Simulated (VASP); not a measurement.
# Li (P6/mmm) in VASP: notebook

The runs below take Li through relaxation of shape and atoms at fixed volume, with PBE.

Program: VASP 6.6.1. These are calculated values, not measurements. Logs are shortened: lines on timing, memory, paths and dates and some standing lists are left out, and cuts for length are marked.

### Step 1. The cell of the first run

Symmetry: P6/mmm, No. 191, hexagonal system. The conventional cell has a = 2.363 Å, b = 2.363 Å, c = 2.181 Å, α = 90.00°, β = 90.00°, γ = 120.00°. Li (site symmetry 6/mmm) has 8 Li at 2.18 to 2.36 Å within 2.9 Å.

This isn't the form of Li at room conditions, which is bcc.

### Step 2. Relaxation of shape and atoms at fixed volume, PBE

File INCAR:

```
SYSTEM = Li
ALGO = Normal ; EDIFF = 1E-6
EDIFFG = -0.005 ; ENCUT = 600
GGA = PE ; IBRION = 2
ISIF = 4 ; ISMEAR = -1
LASPH = .TRUE. ; LCHARG = .FALSE.
LREAL = .FALSE. ; LWAVE = .FALSE.
NELM = 100 ; NSW = 50
PREC = Accurate ; SIGMA = 0.1
```

File KPOINTS:

```
k-points
0
G
  16 16 15
  0 0 0
```

File POSCAR:

```
Li
1.0
    2.3631933215      0.0000000000      0.0000000000
   -1.1815966607      2.0465854505      0.0000000000
    0.0000000000      0.0000000000      2.1814213421
Li
1
Direct
    0.0000000000      0.0000000000      0.0000000000
```

Potentials or basis: VASP PAW PBE potentials, release 64 (Li_sv).

On the command line:

```console
$ cat potpaw_PBE.64/Li_sv/POTCAR > POTCAR
$ mpirun -np 1 vasp_std > vasp.out
```

OUTCAR:

```text
SYSTEM = Li
   EDIFF = 1E-6
   EDIFFG = -0.005
   ENCUT = 600
   GGA = PE
   IBRION = 2
   ISIF = 4
   ISMEAR = -1
   LASPH = .TRUE.
   LREAL = .FALSE.
   NELM = 100
   NSW = 50
   PREC = Accurate

 ion  position               nearest neighbor table
   1  0.000  0.000  0.000-

  LATTYP: Found a hexagonal cell.
 ALAT       =     2.3631933215
 C/A-ratio  =     0.9230820527

  Lattice vectors:

 A1 = (   2.3631933215,   0.0000000000,   0.0000000000)
 A2 = (  -1.1815966607,   2.0465854505,   0.0000000000)
 A3 = (   0.0000000000,   0.0000000000,   2.1814213421)

Analysis of symmetry for initial positions (statically):
=====================================================================
 Subroutine PRICEL returns:
 Original cell was already a primitive cell.

 Routine SETGRP: Setting up the symmetry group for a
 hexagonal supercell.

 Subroutine GETGRP returns: Found 24 space group operations
 (whereof 24 operations were pure point group operations)
 out of a pool of 24 trial point group operations.

The static configuration has the point symmetry D_6h.

Analysis of symmetry for dynamics (positions and initial velocities):
=====================================================================
 Subroutine PRICEL returns:
 Original cell was already a primitive cell.

 Routine SETGRP: Setting up the symmetry group for a
 hexagonal supercell.

 Subroutine GETGRP returns: Found 24 space group operations
 (whereof 24 operations were pure point group operations)
 out of a pool of 24 trial point group operations.

The dynamic configuration has the point symmetry D_6h.

 Subroutine INISYM returns: Found 24 space group operations
 (whereof 24 operations are pure point group operations),
 and found     1 'primitive' translations

----------------------------------------------------------------------------------------

                                     Primitive cell

  volume of cell :      10.5504

  direct lattice vectors                    reciprocal lattice vectors
     2.363193321  0.000000000  0.000000000     0.423156240  0.244309369  0.000000000
    -1.181596661  2.046585450  0.000000000     0.000000000  0.488618738  0.000000000
     0.000000000  0.000000000  2.181421342     0.000000000  0.000000000  0.458416712

  length of vectors
     2.363193321  2.363193321  2.181421342     0.488618738  0.488618738  0.458416712

  position of ions in fractional coordinates (direct lattice)
     0.000000000  0.000000000  0.000000000

  ion indices of the primitive-cell ions
   primitive index   ion index
                 1           1

----------------------------------------------------------------------------------------

 KPOINTS: k-points

Automatic generation of k-mesh.
 Grid dimensions read from file:
 generate k-points for:   16   16   15

 Generating k-lattice:

  Cartesian coordinates                     Fractional coordinates (reciprocal lattice)
     0.026447265  0.015269336  0.000000000     0.062500000 -0.000000000  0.000000000
     0.000000000  0.030538671  0.000000000     0.000000000  0.062500000  0.000000000
     0.000000000  0.000000000  0.030561114     0.000000000  0.000000000  0.066666667

  Length of vectors
     0.030538671  0.030538671  0.030561114

  Shift w.r.t. Gamma in fractional coordinates (k-lattice)
     0.000000000  0.000000000  0.000000000

 Subroutine IBZKPT returns following result:
 ===========================================

 Found    240 irreducible k-points:

 Following reciprocal coordinates:
            Coordinates               Weight
  0.000000  0.000000  0.000000      1.000000
  0.062500 -0.000000  0.000000      6.000000
  0.125000 -0.000000  0.000000      6.000000
  0.187500 -0.000000  0.000000      6.000000
  0.250000 -0.000000  0.000000      6.000000
  0.312500 -0.000000  0.000000      6.000000
[... 16 lines left out ...]
  0.187500  0.187500  0.000000      6.000000
  0.250000  0.187500  0.000000     12.000000
 [... further k-points ...]
   k-points           NKPTS =    240   k-points in BZ     NKDIM =    240   number of bands    NBANDS=      5
   number of dos      NEDOS =    301   number of ions     NIONS =      1
   total plane-waves  NPLWV =   7200
   dimension x,y,z NGX =    20 NGY =   20 NGZ =   18
   dimension x,y,z NGXF=    40 NGYF=   40 NGZF=   36
   ions per type =               1
   NGX,Y,Z   is equivalent  to a cutoff of  14.07, 14.07, 13.72 a.u.
   NGXF,Y,Z  is equivalent  to a cutoff of  28.14, 28.14, 27.44 a.u.
 SYSTEM =  Li
   PREC   = accura    normal or accurate (medium, high low for compatibility)
   ISTART =      0    job   : 0-new  1-cont  2-samecut
   ICHARG =      2    charge: 1-file 2-atom 10-const
   ISPIN  =      1    spin polarized calculation?
   LNONCOLLINEAR =      F non collinear calculations
   LSORBIT =      F    spin-orbit coupling
   LASPH  =      T    aspherical Exc in radial PAW
   ENCUT  =  600.0 eV  44.10 Ry    6.64 a.u.   4.72  4.72  4.36*2*pi/ulx,y,z
   NELM   =    100;   NELMIN=  2; NELMDL= -5     # of ELM steps
   EDIFF  = 0.1E-05   stopping-criterion for ELM
   LREAL  =      F    real-space projection
   EDIFFG = -.5E-02   stopping-criterion for IOM
   NSW    =     50    number of steps for IOM
   IBRION =      2    ionic relax: 0-MD 1-quasi-New 2-CG
   NFREE  =      1    steps in history (QN), initial steepest desc. (CG)
   ISIF   =      4    stress and relaxation
   ISYM   =      2    0-nonsym 1-usesym 2-fastsym
   POTIM  = 0.5000    time-step for ionic-motion
   TEBEG  =    0.0;   TEEND  =   0.0 temperature during run
   PSTRESS=    0.0 pullay stress
   NELECT =       3.0000    total number of electrons
   NUPDOWN=      -1.0000    fix difference up-down
   EMIN   =  10.00;   EMAX   =-10.00  energy-range for DOS
   EFERMI =   0.00;   METHOD = LEGACY
   ISMEAR =    -1;   SIGMA  =   0.10  broadening in eV -4-tet -1-fermi 0-gaus
   EFERMI_NEDOS =   21; number of points for ismear=-14 and -15
   IALGO  =     38    algorithm
   IMIX   =      4    mixing-type and parameters
     AMIX     =   0.40;   BMIX     =  1.00
     AMIX_MAG =   1.60;   BMIX_MAG =  1.00
  volume/ion in A,a.u.               =      10.55        71.20
  Fermi-wavevector in a.u.,A,eV,Ry     =   1.076529  2.034345 15.767988  1.158914
  Thomas-Fermi vector in A             =   2.212416
   LORBIT       =      0    0 simple, 1 ext, 2 COOP (PROOUT), +10 PAW based schemes
   GGA     = PE    functional components
   LHFCALC =     F    Hartree Fock is set to
   AEXX    =    0.0000 exact exchange contribution
   IVDW    =     0    specifies the selected vdW correction
   LEPSILON=     F    determine dielectric tensor
   LRPA    =     F    only Hartree local field effects (RPA)
 conjugate gradient relaxation of ions
 non-spin polarized calculation
  energy-cutoff  :      600.00
  volume of cell :       10.55
 maximum number of plane-waves:       365
 NGX is ok and might be reduce to    20
   NGX =  9   NGY =  9   NGZ =  9

--------------------------------------- Ionic step        1  -------------------------------------------

 number of electron       2.9999995 magnetization

 Free energy of the ion-electron system (eV)
  ---------------------------------------------------
  ext. energy  EPLUGINS =         0.00000000
  ---------------------------------------------------
  free energy    TOTEN  =        -1.37490275 eV

  energy without entropy =       -1.36390197  energy(sigma->0) =       -1.36940236

------------------------ aborting loop because EDIFF is reached ----------------------------------------

  FORCE on cell =-STRESS in cart. coord.  units (eV):
  Direction    XX          YY          ZZ          XY          YZ          ZX
  --------------------------------------------------------------------------------------
  -------------------------------------------------------------------------------------
  Total        1.7022409      1.7022409      1.4946394      0.0000000      0.0000000      0.0000000
  in kB      258.5014139    258.5014139    226.9751575      0.0000000      0.0000000      0.0000000
  external PRESSURE =     247.9926618 kB  Pullay stress =       0.0000000 kB

 VOLUME and BASIS-vectors are now :
 -----------------------------------------------------------------------------
  energy-cutoff  :      600.00
  volume of cell :       10.55
      direct lattice vectors                 reciprocal lattice vectors
     2.363193321  0.000000000  0.000000000     0.423156240  0.244309369  0.000000000
    -1.181596661  2.046585450  0.000000000     0.000000000  0.488618738  0.000000000
     0.000000000  0.000000000  2.181421342     0.000000000  0.000000000  0.458416712
[... 36 lines left out ...]
 POSITION                                       TOTAL-FORCE (eV/Angst)
 -----------------------------------------------------------------------------------
      0.00000      0.00000      0.00000        -0.000000     -0.000000      0.000000
 -----------------------------------------------------------------------------------
    total drift:                               -0.000000      0.000000     -0.000000

  FREE ENERGIE OF THE ION-ELECTRON SYSTEM (eV)
  ---------------------------------------------------
  free  energy   TOTEN  =        -1.3759038824 eV

  energy  without entropy=       -1.3647386427  energy(sigma->0) =       -1.37032126

--------------------------------------- Ionic step        3  -------------------------------------------

 number of electron       2.9999995 magnetization

 Free energy of the ion-electron system (eV)
  ---------------------------------------------------
  ext. energy  EPLUGINS =         0.00000000
  ---------------------------------------------------
  free energy    TOTEN  =        -1.37616450 eV

  energy without entropy =       -1.36481738  energy(sigma->0) =       -1.37049094

 E-fermi :   2.9458     XC(G=0):  -8.8470

 val. band max:        2.9232415563   @ k =   0.3750   0.1250   0.1333
 cond. band min:       2.9547174241   @ k =   0.3750   0.0625   0.2000
 fundamental gap:      0.0314758677
 Fermi energy:         2.9457997523

 k-point     1 :       0.0000    0.0000    0.0000
  band No.  band energies     occupation
      1     -42.9861      2.00000
      2      -1.0199      2.00000
      3      22.7926      0.00000
      4      23.8814      0.00000
      5      23.8814      0.00000

 k-point     2 :       0.0625   -0.0000    0.0000
  band No.  band energies     occupation
      1     -42.9793      2.00000
      2      -0.9490      2.00000
      3      22.5925      0.00000
      4      22.9177      0.00000
      5      23.2648      0.00000

 k-point     3 :       0.1250   -0.0000    0.0000
  band No.  band energies     occupation
      1     -42.9598      2.00000
      2      -0.7363      2.00000
      3      20.1137      0.00000
      4      22.0286      0.00000
      5      23.2908      0.00000
[... 153 lines left out ...]
 k-point    23 :       0.1875    0.1875    0.0000
  band No.  band energies     occupation
      1     -42.8532      2.00000
      2       0.9287      2.00000
      3      12.5045      0.00000
      4      16.1394      0.00000
      5      26.0120      0.00000

 k-point    24 :       0.2500    0.1875    0.0000
  band No.  band energies     occupation
      1     -42.8260      2.00000
      2       1.6573      1.99999
      3      10.5285      0.00000
      4      15.4415      0.00000
      5      27.0694      0.00000

 [... further k-points ...]

------------------------ aborting loop because EDIFF is reached ----------------------------------------

  FORCE on cell =-STRESS in cart. coord.  units (eV):
  Direction    XX          YY          ZZ          XY          YZ          ZX
  --------------------------------------------------------------------------------------
  -------------------------------------------------------------------------------------
  Total        1.6278491      1.6278491      1.6250097      0.0000000      0.0000000      0.0000000
  in kB      247.2043012    247.2043012    246.7731218      0.0000000      0.0000000      0.0000000
  external PRESSURE =     247.0605747 kB  Pullay stress =       0.0000000 kB

 VOLUME and BASIS-vectors are now :
 -----------------------------------------------------------------------------
  energy-cutoff  :      600.00
  volume of cell :       10.55
      direct lattice vectors                 reciprocal lattice vectors
     2.377572399  0.000000000  0.000000000     0.420597076  0.242831835 -0.000000000
    -1.188786200  2.059038097 -0.000000000    -0.000000000  0.485663670 -0.000000000
     0.000000000  0.000000000  2.155115538    -0.000000000  0.000000000  0.464012246

 POSITION                                       TOTAL-FORCE (eV/Angst)
 -----------------------------------------------------------------------------------
      0.00000      0.00000      0.00000        -0.000000     -0.000000      0.000000
 -----------------------------------------------------------------------------------
    total drift:                               -0.000000      0.000000     -0.000000

  FREE ENERGIE OF THE ION-ELECTRON SYSTEM (eV)
  ---------------------------------------------------
  free  energy   TOTEN  =        -1.3761645048 eV

  energy  without entropy=       -1.3648173817  energy(sigma->0) =       -1.37049094

 reached required accuracy - stopping structural energy minimisation
```

It took 27 s on 1 thread of Intel Xeon 8259CL, shared host; peak memory 0.12 GiB.

Results:

```yaml
Free_energy: -1.3762 eV
Energy_gained_by_relaxing: 1.3 meV/atom
Ionic_steps: 3
Pressure_after_relaxing: 24.7 GPa
Band_gap_on_the_k_mesh: zero (an odd number of electrons rules out a gap without spin polarisation)
```

The path:
| step | energy change (eV) | largest force (eV/Å) | pressure (GPa) | volume (Å³) |
| --- | --- | --- | --- | --- |
| 1 | 0.0000 | 0.0000 | 24.80 | 10.55 |
| 2 | -0.0010 | 0.0000 | 24.74 | 10.55 |
| 3 | -0.0013 | 0.0000 | 24.71 | 10.55 |

Final structure:
```
Li
1.0
     2.37757    0.00000    0.00000
    -1.18879    2.05904    0.00000
     0.00000    0.00000    2.15512
Li
1
Direct
  0.00000 0.00000 0.00000
```

Caveat: the cutoff is under 1.25 times the usual one of these potentials, so pressure, stress and relaxed cells hold a basis-set (Pulay) error.

(Continued in part 2 of 2.)

The gap in the log of VASP goes by the Fermi energy; the results here count the filled bands.